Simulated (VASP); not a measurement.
# Na3Rh (P-6m2) in VASP: a series of runs

Na3Rh is run at these levels: PBE; tasks: single point, relaxation of cell and atoms.

Program: VASP 6.6.1. These are calculated values, not measurements. Logs are shortened: lines on timing, memory, paths and dates and some standing lists are left out, and cuts for length are marked.

### Step 1. The cell of the first run

Symmetry: P-6m2, No. 187, hexagonal system. The conventional cell has a = 7.961 Å, b = 7.961 Å, c = 2.834 Å, α = 90.00°, β = 90.00°, γ = 120.00°. Within 3.7 Å of Na (site symmetry mm2) lie 4 Na at 2.83 to 3.65 Å and 2 Rh at 2.86 Å. Rh (site symmetry -6m2) has 2 Rh at 2.83 Å and 6 Na at 2.86 Å within 3.7 Å.

The cell was generated, and may not be a known phase.

### Step 2. Single point, PBE

INCAR reads:

```
PREC = Accurate
ENCUT = 520
EDIFF = 1E-7
ISMEAR = 0
SIGMA = 0.1
LREAL = F
LASPH = T
NELM = 80
ALGO = Fast
ISIF = 2
LWAVE = F
LCHARG = T
GGA = PE
LELF = T
LVHAR = T
NBANDS = 26
```

KPOINTS reads:

```
Automatic mesh
0
Gamma
  6 6 16
```

POSCAR reads:

```
Na3Rh
1.0
    7.9607234604      0.0000000000      0.0000000000
   -3.9803617302      6.8941887492      0.0000000000
    0.0000000000      0.0000000000      2.8342350500
Na Rh
3 1
Direct
    0.8195107996      0.1804892004      0.0000000000
    0.8195107996      0.6390215992      0.0000000000
    0.3609784008      0.1804892004      0.0000000000
    0.0000000000      0.0000000000      0.5000000000
```

Potentials or basis: VASP PAW PBE potentials, release 64 (Na_pv, Rh_pv).

On the command line:

```bash
$ cat potpaw_PBE.64/Na_pv/POTCAR potpaw_PBE.64/Rh_pv/POTCAR > POTCAR
$ mpirun -np 1 vasp_std > vasp.out
```

OUTCAR:

```text
PREC = Accurate
   ENCUT = 520
   EDIFF = 1E-7
   ISMEAR = 0
   LREAL = F
   LASPH = T
   NELM = 80
   ISIF = 2
   GGA = PE

 ion  position               nearest neighbor table
   1  0.820  0.180  0.000-   4 2.86   4 2.86
   2  0.820  0.639  0.000-   4 2.86   4 2.86
   3  0.361  0.180  0.000-   4 2.86   4 2.86
   4  0.000  0.000  0.500-   2 2.86   2 2.86   1 2.86   1 2.86   3 2.86   3 2.86

  LATTYP: Found a hexagonal cell.
 ALAT       =     7.9607234604
 C/A-ratio  =     0.3560273214

  Lattice vectors:

 A1 = (   7.9607234604,   0.0000000000,   0.0000000000)
 A2 = (  -3.9803617302,   6.8941887492,   0.0000000000)
 A3 = (   0.0000000000,   0.0000000000,   2.8342350500)

Analysis of symmetry for initial positions (statically):
=====================================================================
 Subroutine PRICEL returns:
 Original cell was already a primitive cell.

 Routine SETGRP: Setting up the symmetry group for a
 hexagonal supercell.

 Subroutine GETGRP returns: Found 12 space group operations
 (whereof 12 operations were pure point group operations)
 out of a pool of 24 trial point group operations.

The static configuration has the point symmetry D_3h.

Analysis of symmetry for dynamics (positions and initial velocities):
=====================================================================
 Subroutine PRICEL returns:
 Original cell was already a primitive cell.

 Routine SETGRP: Setting up the symmetry group for a
 hexagonal supercell.

 Subroutine GETGRP returns: Found 12 space group operations
 (whereof 12 operations were pure point group operations)
 out of a pool of 24 trial point group operations.

The dynamic configuration has the point symmetry D_3h.

 Subroutine INISYM returns: Found 12 space group operations
 (whereof 12 operations are pure point group operations),
 and found     1 'primitive' translations

----------------------------------------------------------------------------------------

                                     Primitive cell

  volume of cell :     155.5506

  direct lattice vectors                    reciprocal lattice vectors
     7.960723460  0.000000000  0.000000000     0.125616724  0.072524849  0.000000000
    -3.980361730  6.894188749  0.000000000     0.000000000  0.145049699  0.000000000
     0.000000000  0.000000000  2.834235050     0.000000000  0.000000000  0.352828888

  length of vectors
[... 86 lines left out ...]
   EDIFF  = 0.1E-06   stopping-criterion for ELM
   LREAL  =      F    real-space projection
   EDIFFG = 0.1E-05   stopping-criterion for IOM
   NSW    =      0    number of steps for IOM
   IBRION =     -1    ionic relax: 0-MD 1-quasi-New 2-CG
   NFREE  =      0    steps in history (QN), initial steepest desc. (CG)
   ISIF   =      2    stress and relaxation
   ISYM   =      2    0-nonsym 1-usesym 2-fastsym
   POTIM  = 0.5000    time-step for ionic-motion
   TEBEG  =    0.0;   TEEND  =   0.0 temperature during run
   PSTRESS=    0.0 pullay stress
   NELECT =      36.0000    total number of electrons
   NUPDOWN=      -1.0000    fix difference up-down
   EMIN   =  10.00;   EMAX   =-10.00  energy-range for DOS
   EFERMI =   0.00;   METHOD = LEGACY
   ISMEAR =     0;   SIGMA  =   0.10  broadening in eV -4-tet -1-fermi 0-gaus
   EFERMI_NEDOS =   21; number of points for ismear=-14 and -15
   IALGO  =     68    algorithm
   IMIX   =      4    mixing-type and parameters
     AMIX     =   0.40;   BMIX     =  1.00
     AMIX_MAG =   1.60;   BMIX_MAG =  1.00
  volume/ion in A,a.u.               =      38.89       262.43
  Fermi-wavevector in a.u.,A,eV,Ry     =   1.005121  1.899404 13.745542  1.010269
  Thomas-Fermi vector in A             =   2.137781
   LORBIT       =      0    0 simple, 1 ext, 2 COOP (PROOUT), +10 PAW based schemes
   GGA     = PE    functional components
   LHFCALC =     F    Hartree Fock is set to
   AEXX    =    0.0000 exact exchange contribution
   IVDW    =     0    specifies the selected vdW correction
   LEPSILON=     F    determine dielectric tensor
   LRPA    =     F    only Hartree local field effects (RPA)
 non-spin polarized calculation
 RMM-DIIS sequential band-by-band and
 Gauss-broadening in eV      SIGMA  =   0.10
  energy-cutoff  :      520.00
  volume of cell :      155.55
 maximum number of plane-waves:      4229
 NGX is ok and might be reduce to    60
   NGX = 29   NGY = 29   NGZ = 11

 number of electron      35.9999983 magnetization

 Free energy of the ion-electron system (eV)
  ---------------------------------------------------
  ext. energy  EPLUGINS =         0.00000000
  ---------------------------------------------------
  free energy    TOTEN  =        -8.99751462 eV

  energy without entropy =       -8.98855337  energy(sigma->0) =       -8.99303399

 E-fermi :   0.1698     XC(G=0):  -6.2109

 val. band max:        0.1604953729   @ k =   0.0000   0.0000   0.0625
 cond. band min:       0.1926550645   @ k =   0.5000   0.0000   0.0000
 fundamental gap:      0.0321596916
 Fermi energy:         0.1697567449

 k-point     1 :       0.0000    0.0000    0.0000
  band No.  band energies     occupation
      1     -44.8983      2.00000
      2     -44.5586      2.00000
      3     -44.5586      2.00000
      4     -24.3545      2.00000
      5     -24.3545      2.00000
      6     -24.3466      2.00000
[... 685 lines left out ...]
     25       5.5197      0.00000
     26       5.7492      0.00000

 [... further k-points ...]

------------------------ aborting loop because EDIFF is reached ----------------------------------------

  FORCE on cell =-STRESS in cart. coord.  units (eV):
  Direction    XX          YY          ZZ          XY          YZ          ZX
  --------------------------------------------------------------------------------------
  -------------------------------------------------------------------------------------
  Total        0.0049859      0.0049859      0.0316612      0.0000000      0.0000000      0.0000000
  in kB        0.0513553      0.0513553      0.3261119      0.0000000      0.0000000      0.0000000
  external PRESSURE =       0.1429408 kB  Pullay stress =       0.0000000 kB

 VOLUME and BASIS-vectors are now :
 -----------------------------------------------------------------------------
  energy-cutoff  :      520.00
  volume of cell :      155.55
      direct lattice vectors                 reciprocal lattice vectors
     7.960723460  0.000000000  0.000000000     0.125616724  0.072524849  0.000000000
    -3.980361730  6.894188749  0.000000000     0.000000000  0.145049699  0.000000000
     0.000000000  0.000000000  2.834235050     0.000000000  0.000000000  0.352828888

 POSITION                                       TOTAL-FORCE (eV/Angst)
 -----------------------------------------------------------------------------------
      5.80549      1.24433      0.00000        -0.003936      0.002273      0.000000
      3.98036      4.40554      0.00000         0.000000     -0.004545     -0.000000
      2.15524      1.24433      0.00000         0.003936      0.002273      0.000000
      0.00000      0.00000      1.41712         0.000000     -0.000000     -0.000000
 -----------------------------------------------------------------------------------
    total drift:                               -0.000005      0.000003     -0.000000

  FREE ENERGIE OF THE ION-ELECTRON SYSTEM (eV)
  ---------------------------------------------------
  free  energy   TOTEN  =        -8.9975146220 eV

  energy  without entropy=       -8.9885533662  energy(sigma->0) =       -8.99303399
```

OSZICAR:

```text
N       E                     dE             d eps       ncg     rms          rms(c)
DAV:   1     0.313084186519E+03    0.31308E+03   -0.20086E+04  3772   0.136E+03
DAV:   2     0.804589304419E+01   -0.30504E+03   -0.29576E+03  3392   0.383E+02
DAV:   3    -0.107735594508E+02   -0.18819E+02   -0.18357E+02  3750   0.110E+02
[... 12 lines left out ...]
RMM:  16    -0.899750931007E+01   -0.17393E-04   -0.81547E-05  4712   0.356E-02    0.541E-03
RMM:  17    -0.899751246880E+01   -0.31587E-05   -0.11609E-05  4105   0.142E-02    0.390E-03
RMM:  18    -0.899751450036E+01   -0.20316E-05   -0.46708E-06  3375   0.835E-03    0.257E-03
RMM:  19    -0.899751455539E+01   -0.55033E-07   -0.12455E-06  3675   0.548E-03    0.548E-04
RMM:  20    -0.899751462198E+01   -0.66591E-07   -0.32310E-07  3066   0.272E-03
   1 F= -.89975146E+01 E0= -.89930340E+01  d E =-.896126E-02
```

Run time: 2.3 min. Hardware: 1 thread of Intel Xeon 6975P-C (Granite Rapids), shared host; peak memory 0.41 GiB.

Results:

- Free energy: -8.9975 eV
- Pressure: 0.0 GPa
- Largest force: 0.005 eV/Å
- Band gap on the k mesh: zero (bands 18 and 19 overlap by 2.75 eV)

Forces on the atoms (eV/Å):
```
Na  -0.004  0.002  0.000
Na   0.000 -0.005  0.000
Na   0.004  0.002  0.000
Rh   0.000  0.000  0.000
```

(Part 1 of 2 ends here.)

The gap in the log of VASP goes by the Fermi energy; the results here count the filled bands.